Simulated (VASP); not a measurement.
A run of VASP 6.6.1 is set up as follows.

Contents of INCAR:

```
SYSTEM = Sc
  ALGO = Normal
  EDIFF = 1E-6
  ENCUT = 520
  GGA = PS
  ISIF = 2
  ISMEAR = 0
  LASPH = .TRUE.
  LCHARG = .TRUE.
  LELF = .TRUE.
  LREAL = .FALSE.
  LVHAR = .TRUE.
  LWAVE = .FALSE.
  NBANDS = 18
  NELM = 80
  PREC = Accurate
  SIGMA = 0.15
```

Contents of KPOINTS:

```
k-points
0
G
  15 15 10
  0 0 0
```

POSCAR

```
Sc
1.0
    3.1950000000      0.0000000000      0.0000000000
   -1.5975000000      2.7669511651      0.0000000000
    0.0000000000      0.0000000000      4.8791000000
Sc
2
Direct
    0.3333333333      0.6666666667      0.2500000000
    0.6666666667      0.3333333333      0.7500000000
```

Potentials or basis: VASP PAW PBE potentials, release 64 (Sc_sv).

Run with:

```sh
$ cat potpaw_PBE.64/Sc_sv/POTCAR > POTCAR
$ mpirun -np 1 vasp_std > vasp.out
```

Problem. Estimate the band gap on the k mesh.

Solution. Zero (bands 11 and 12 overlap by 1.83 eV).

Problem. What does it give for the pressure?

Solution. 6.1 GPa.

Stress tensor (GPa, compression positive):
```
5.76 0.00 0.00
0.00 5.76 0.00
0.00 0.00 6.92
```

Caveat: the cell stands under pressure; the PAW data sets were made with another functional, which shifts forces and pressure a little.
